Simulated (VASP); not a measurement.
A run of VASP 6.6.1 is set up as follows.

Contents of INCAR:

```
SYSTEM = Li2SiN3
ALGO = Normal
EDIFF = 1E-6
ENCUT = 520
GGA = PE
ISIF = 2
ISMEAR = 0
LASPH = .TRUE.
LCHARG = .TRUE.
LELF = .TRUE.
LREAL = .FALSE.
LVHAR = .TRUE.
LWAVE = .FALSE.
NBANDS = 37
NELM = 100
PREC = Accurate
SIGMA = 0.1
```

File KPOINTS:

```
k-points
0
G
  8 8 6
  0 0 0
```

The input POSCAR:

```
Li2SiN3
1.0
    2.9083355506     -4.3602278711      0.0054395198
    2.9083355506      4.3602278711      0.0054395198
   -2.4070427684      0.0000000000      4.9637927826
Li Si N
4 2 6
Direct
    0.8156107799      0.2010803080      0.5141317547
    0.2010803080      0.8156107799      0.0141317547
    0.4848198968      0.4465039611      0.9319470724
    0.4465039611      0.4848198968      0.4319470724
    0.8932011201      0.0874014485      0.9917993063
    0.0874014485      0.8932011201      0.4917993063
    0.4426594647      0.8966358300      0.5946314743
    0.8966358300      0.4426594647      0.0946314743
    0.0795457294      0.0829570927      0.7823170995
    0.0829570927      0.0795457294      0.2823170995
    0.5107319267      0.8088524420      0.8101732929
    0.8088524420      0.5107319267      0.3101732929
```

Potentials or basis: VASP PAW PBE potentials, release 64 (Li_sv, Si, N).

Launch:

```bash
$ cat potpaw_PBE.64/Li_sv/POTCAR potpaw_PBE.64/Si/POTCAR potpaw_PBE.64/N/POTCAR > POTCAR
$ mpirun -np 1 vasp_std > vasp.out
```

(1) What does it give for the band gap on the k mesh?

(2) Estimate the largest force.

Results:

(1) zero (bands 25 and 26 overlap by 0.47 eV).

(2) 0.104 eV/Å.
